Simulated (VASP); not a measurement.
# Rb2Hg (Fm-3m) in VASP: a series of runs

The runs below take Rb2Hg through single point, relaxation of cell and atoms, with PBE, PBEsol, r2SCAN.

Everything below comes from runs of VASP 6.6.1. Logs are shortened: lines on timing, memory, paths and dates and some standing lists are left out, and cuts for length are marked.

## (1) The cell of the first run

Symmetry: Fm-3m, No. 225, cubic system. Conventional cell: a = 8.947 Å, b = 8.947 Å, c = 8.947 Å, α = 90.00°, β = 90.00°, γ = 90.00°. Within 5.1 Å of Rb (site symmetry -43m) lie 4 Hg at 3.87 Å and 6 Rb at 4.47 Å. Hg (site symmetry m-3m) has 8 Rb at 3.87 Å within 5.1 Å.

The cell was built from a structure type or drawn by symmetry, and may not be a known phase.

## (2) Single point, PBE

Input file INCAR:

```
ALGO = Normal
EDIFF = 1E-7
ENCUT = 520
GGA = PE
ISIF = 2
ISMEAR = 0
LASPH = True
LCHARG = False
LREAL = False
LWAVE = False
NBANDS = 22
NELM = 100
PREC = Accurate
SIGMA = 0.1
```

Input file KPOINTS:

```
k-points
0
Gamma
  10 10 10
```

Input file POSCAR:

```
Rb2Hg
1.0
    0.0000000000      4.4733197388      4.4733197388
    4.4733197388      0.0000000000      4.4733197388
    4.4733197388      4.4733197388      0.0000000000
Rb Hg
2 1
Direct
    0.2500000000      0.2500000000      0.2500000000
    0.7500000000      0.7500000000      0.7500000000
    0.5000000000      0.5000000000      0.5000000000
```

Potentials or basis: VASP PAW PBE potentials, release 64 (Rb_sv, Hg).

Command:

```sh
$ cat potpaw_PBE.64/Rb_sv/POTCAR potpaw_PBE.64/Hg/POTCAR > POTCAR
$ mpirun -np 1 vasp_std > vasp.out
```

OUTCAR:

```text
EDIFF = 1E-7
   ENCUT = 520
   GGA = PE
   ISIF = 2
   ISMEAR = 0
   LASPH = True
   LREAL = False
   NELM = 100
   PREC = Accurate

 ion  position               nearest neighbor table
   1  0.250  0.250  0.250-   3 3.87   3 3.87   3 3.87   3 3.87   2 4.47   2 4.47   2 4.47   2 4.47
                             2 4.47   2 4.47
   2  0.750  0.750  0.750-   3 3.87   3 3.87   3 3.87   3 3.87   1 4.47   1 4.47   1 4.47   1 4.47
                             1 4.47   1 4.47
   3  0.500  0.500  0.500-   1 3.87   1 3.87   1 3.87   2 3.87   2 3.87   2 3.87   2 3.87   1 3.87

  LATTYP: Found a face centered cubic cell.
 ALAT       =     8.9466394776

  Lattice vectors:

 A1 = (   0.0000000000,   4.4733197388,   4.4733197388)
 A2 = (   4.4733197388,   0.0000000000,   4.4733197388)
 A3 = (   4.4733197388,   4.4733197388,   0.0000000000)

Analysis of symmetry for initial positions (statically):
=====================================================================
 Subroutine PRICEL returns:
 Original cell was already a primitive cell.

 Routine SETGRP: Setting up the symmetry group for a
 face centered cubic supercell.

 Subroutine GETGRP returns: Found 48 space group operations
 (whereof 48 operations were pure point group operations)
 out of a pool of 48 trial point group operations.

The static configuration has the point symmetry O_h .

Analysis of symmetry for dynamics (positions and initial velocities):
=====================================================================
 Subroutine PRICEL returns:
 Original cell was already a primitive cell.

 Routine SETGRP: Setting up the symmetry group for a
 face centered cubic supercell.

 Subroutine GETGRP returns: Found 48 space group operations
 (whereof 48 operations were pure point group operations)
 out of a pool of 48 trial point group operations.

The dynamic configuration has the point symmetry O_h .

 Subroutine INISYM returns: Found 48 space group operations
 (whereof 48 operations are pure point group operations),
 and found     1 'primitive' translations

----------------------------------------------------------------------------------------

                                     Primitive cell

  volume of cell :     179.0275

  direct lattice vectors                    reciprocal lattice vectors
     0.000000000  4.473319739  4.473319739    -0.111773812  0.111773812  0.111773812
     4.473319739  0.000000000  4.473319739     0.111773812 -0.111773812  0.111773812
     4.473319739  4.473319739  0.000000000     0.111773812  0.111773812 -0.111773812

  length of vectors
     6.326229443  6.326229443  6.326229443     0.193597922  0.193597922  0.193597922

  position of ions in fractional coordinates (direct lattice)
     0.250000000  0.250000000  0.250000000
     0.750000000  0.750000000  0.750000000
     0.500000000  0.500000000  0.500000000

  ion indices of the primitive-cell ions
   primitive index   ion index
                 1           1
                 2           2
                 3           3

----------------------------------------------------------------------------------------

 KPOINTS: k-points

Automatic generation of k-mesh.
 Grid dimensions read from file:
 generate k-points for:   10   10   10

 Generating k-lattice:

  Cartesian coordinates                     Fractional coordinates (reciprocal lattice)
    -0.011177381  0.011177381  0.011177381     0.100000000  0.000000000  0.000000000
     0.011177381 -0.011177381  0.011177381     0.000000000  0.100000000  0.000000000
     0.011177381  0.011177381 -0.011177381     0.000000000  0.000000000  0.100000000

  Length of vectors
     0.019359792  0.019359792  0.019359792

  Shift w.r.t. Gamma in fractional coordinates (k-lattice)
     0.000000000  0.000000000  0.000000000

 Subroutine IBZKPT returns following result:
 ===========================================

 Found     47 irreducible k-points:

 Following reciprocal coordinates:
            Coordinates               Weight
  0.000000  0.000000  0.000000      1.000000
  0.100000  0.000000  0.000000      8.000000
  0.200000  0.000000  0.000000      8.000000
  0.300000  0.000000  0.000000      8.000000
  0.400000  0.000000  0.000000      8.000000
  0.500000  0.000000  0.000000      4.000000
[... 16 lines left out ...]
  0.300000  0.300000  0.000000      6.000000
  0.400000  0.300000  0.000000     24.000000
 [... further k-points ...]
   k-points           NKPTS =     47   k-points in BZ     NKDIM =     47   number of bands    NBANDS=     22
   number of dos      NEDOS =    301   number of ions     NIONS =      3
   total plane-waves  NPLWV = 110592
   dimension x,y,z NGX =    48 NGY =   48 NGZ =   48
   dimension x,y,z NGXF=    96 NGYF=   96 NGZF=   96
   ions per type =               2   1
   NGX,Y,Z   is equivalent  to a cutoff of  12.61, 12.61, 12.61 a.u.
   NGXF,Y,Z  is equivalent  to a cutoff of  25.23, 25.23, 25.23 a.u.
 SYSTEM =  unknown system
   PREC   = accura    normal or accurate (medium, high low for compatibility)
   ISTART =      0    job   : 0-new  1-cont  2-samecut
   ICHARG =      2    charge: 1-file 2-atom 10-const
   ISPIN  =      1    spin polarized calculation?
   LNONCOLLINEAR =      F non collinear calculations
   LSORBIT =      F    spin-orbit coupling
   LASPH  =      T    aspherical Exc in radial PAW
   ENCUT  =  520.0 eV  38.22 Ry    6.18 a.u.  11.76 11.76 11.76*2*pi/ulx,y,z
   NELM   =    100;   NELMIN=  2; NELMDL= -5     # of ELM steps
   EDIFF  = 0.1E-06   stopping-criterion for ELM
   LREAL  =      F    real-space projection
   EDIFFG = 0.1E-05   stopping-criterion for IOM
   NSW    =      0    number of steps for IOM
   IBRION =     -1    ionic relax: 0-MD 1-quasi-New 2-CG
   NFREE  =      0    steps in history (QN), initial steepest desc. (CG)
   ISIF   =      2    stress and relaxation
   ISYM   =      2    0-nonsym 1-usesym 2-fastsym
   POTIM  = 0.5000    time-step for ionic-motion
   TEBEG  =    0.0;   TEEND  =   0.0 temperature during run
   PSTRESS=    0.0 pullay stress
   NELECT =      30.0000    total number of electrons
   NUPDOWN=      -1.0000    fix difference up-down
   EMIN   =  10.00;   EMAX   =-10.00  energy-range for DOS
   EFERMI =   0.00;   METHOD = LEGACY
   ISMEAR =     0;   SIGMA  =   0.10  broadening in eV -4-tet -1-fermi 0-gaus
   EFERMI_NEDOS =   21; number of points for ismear=-14 and -15
   IALGO  =     38    algorithm
   IMIX   =      4    mixing-type and parameters
     AMIX     =   0.40;   BMIX     =  1.00
     AMIX_MAG =   1.60;   BMIX_MAG =  1.00
  volume/ion in A,a.u.               =      59.68       402.71
  Fermi-wavevector in a.u.,A,eV,Ry     =   0.902558  1.705588 11.083464  0.814612
  Thomas-Fermi vector in A             =   2.025777
   LORBIT       =      0    0 simple, 1 ext, 2 COOP (PROOUT), +10 PAW based schemes
   GGA     = PE    functional components
   LHFCALC =     F    Hartree Fock is set to
   AEXX    =    0.0000 exact exchange contribution
   IVDW    =     0    specifies the selected vdW correction
   LEPSILON=     F    determine dielectric tensor
   LRPA    =     F    only Hartree local field effects (RPA)
 non-spin polarized calculation
 Gauss-broadening in eV      SIGMA  =   0.10
  energy-cutoff  :      520.00
  volume of cell :      179.03
 maximum number of plane-waves:      4909
   NGX = 23   NGY = 23   NGZ = 23

 number of electron      30.0000000 magnetization

 Free energy of the ion-electron system (eV)
  ---------------------------------------------------
  ext. energy  EPLUGINS =         0.00000000
  ---------------------------------------------------
  free energy    TOTEN  =        -2.47872362 eV

  energy without entropy =       -2.47398134  energy(sigma->0) =       -2.47635248

 E-fermi :   0.4285     XC(G=0):  -6.5072

 val. band max:        0.4183535676   @ k =  -0.3000   0.4000   0.1000
 cond. band min:       0.4340875332   @ k =  -0.1000   0.1000   0.0000
 fundamental gap:      0.0157339657
 Fermi energy:         0.4285053620

 k-point     1 :       0.0000    0.0000    0.0000
  band No.  band energies     occupation
      1     -28.0655      2.00000
      2     -28.0451      2.00000
      3     -12.2225      2.00000
      4     -12.2225      2.00000
      5     -12.2225      2.00000
      6     -12.0952      2.00000
[... 14 lines left out ...]
     21       5.2629      0.00000
     22       5.2629      0.00000

 k-point     2 :       0.1000    0.0000    0.0000
  band No.  band energies     occupation
      1     -28.0650      2.00000
      2     -28.0456      2.00000
      3     -12.2199      2.00000
      4     -12.2196      2.00000
      5     -12.2196      2.00000
      6     -12.1001      2.00000
[... 14 lines left out ...]
     21       4.9879      0.00000
     22       5.1451      0.00000

 k-point     3 :       0.2000    0.0000    0.0000
  band No.  band energies     occupation
      1     -28.0635      2.00000
      2     -28.0470      2.00000
      3     -12.2124      2.00000
      4     -12.2110      2.00000
      5     -12.2110      2.00000
      6     -12.1134      2.00000
[... 14 lines left out ...]
     21       4.4498      0.00000
     22       4.6233      0.00000

 k-point     4 :       0.3000    0.0000    0.0000
  band No.  band energies     occupation
      1     -28.0612      2.00000
      2     -28.0493      2.00000
      3     -12.2012      2.00000
      4     -12.1976      2.00000
      5     -12.1976      2.00000
      6     -12.1318      2.00000
[... 14 lines left out ...]
     21       3.8859      0.00000
     22       4.7740      0.00000

 k-point     5 :       0.4000    0.0000    0.0000
  band No.  band energies     occupation
      1     -28.0584      2.00000
      2     -28.0521      2.00000
      3     -12.1875      2.00000
      4     -12.1803      2.00000
      5     -12.1803      2.00000
      6     -12.1512      2.00000
[... 417 lines left out ...]
 k-point    22 :      -0.2000    0.2000    0.0000
  band No.  band energies     occupation
      1     -28.0607      2.00000
      2     -28.0497      2.00000
      3     -12.2372      2.00000
      4     -12.1761      2.00000
      5     -12.1744      2.00000
      6     -12.1563      2.00000
[... 14 lines left out ...]
     21       4.2245      0.00000
     22       4.2276      0.00000

 k-point    23 :       0.3000    0.3000    0.0000
  band No.  band energies     occupation
      1     -28.0609      2.00000
      2     -28.0495      2.00000
      3     -12.2347      2.00000
      4     -12.2347      2.00000
      5     -12.2137      2.00000
      6     -12.1202      2.00000
[... 14 lines left out ...]
     21       4.0530      0.00000
     22       4.8295      0.00000

 k-point    24 :       0.4000    0.3000    0.0000
  band No.  band energies     occupation
      1     -28.0596      2.00000
      2     -28.0507      2.00000
      3     -12.2378      2.00000
      4     -12.2338      2.00000
      5     -12.2338      2.00000
      6     -12.0988      2.00000
[... 14 lines left out ...]
     21       4.5130      0.00000
     22       4.6489      0.00000

 [... further k-points ...]

------------------------ aborting loop because EDIFF is reached ----------------------------------------

  FORCE on cell =-STRESS in cart. coord.  units (eV):
  Direction    XX          YY          ZZ          XY          YZ          ZX
  --------------------------------------------------------------------------------------
  -------------------------------------------------------------------------------------
  Total        0.0092121      0.0092121      0.0092121     -0.0000000     -0.0000000      0.0000000
  in kB        0.0824418      0.0824418      0.0824418     -0.0000000     -0.0000000      0.0000000
  external PRESSURE =       0.0824418 kB  Pullay stress =       0.0000000 kB

 VOLUME and BASIS-vectors are now :
 -----------------------------------------------------------------------------
  energy-cutoff  :      520.00
  volume of cell :      179.03
      direct lattice vectors                 reciprocal lattice vectors
     0.000000000  4.473319739  4.473319739    -0.111773812  0.111773812  0.111773812
     4.473319739  0.000000000  4.473319739     0.111773812 -0.111773812  0.111773812
     4.473319739  4.473319739  0.000000000     0.111773812  0.111773812 -0.111773812

 POSITION                                       TOTAL-FORCE (eV/Angst)
 -----------------------------------------------------------------------------------
      2.23666      2.23666      2.23666        -0.000000     -0.000000     -0.000000
      6.70998      6.70998      6.70998         0.000000      0.000000      0.000000
      4.47332      4.47332      4.47332         0.000000      0.000000      0.000000
 -----------------------------------------------------------------------------------
    total drift:                               -0.000000     -0.000000     -0.000000

  FREE ENERGIE OF THE ION-ELECTRON SYSTEM (eV)
  ---------------------------------------------------
  free  energy   TOTEN  =        -2.4787236165 eV

  energy  without entropy=       -2.4739813450  energy(sigma->0) =       -2.47635248
```

It took 88 s on 1 thread of Intel Xeon 6975P-C (Granite Rapids), shared host; peak memory 0.43 GiB.

What came out:

```yaml
Free_energy: -2.4787 eV
Pressure: 0.0 GPa
Band_gap_on_the_k_mesh: zero (bands 15 and 16 overlap by 0.81 eV)
```

Levels at points of the mesh, in eV from the Fermi level:
```csv
k point,band 12,band 13,band 14,band 15,band 16,band 17,band 18,band 19
"(0.00, 0.00, 0.00)",-7.17,-7.17,-4.88,0.80,0.80,0.80,0.85,2.77
"(0.50, 0.00, 0.00)",-7.17,-7.17,-4.51,-0.65,1.09,1.09,2.25,2.87
"(0.50, 0.50, 0.00)",-7.17,-7.17,-4.41,-0.66,1.03,1.07,1.07,2.22
```

Caveat: spin-orbit coupling is left out, which moves the levels of the heavy elements.

[end of part 1 of 2]
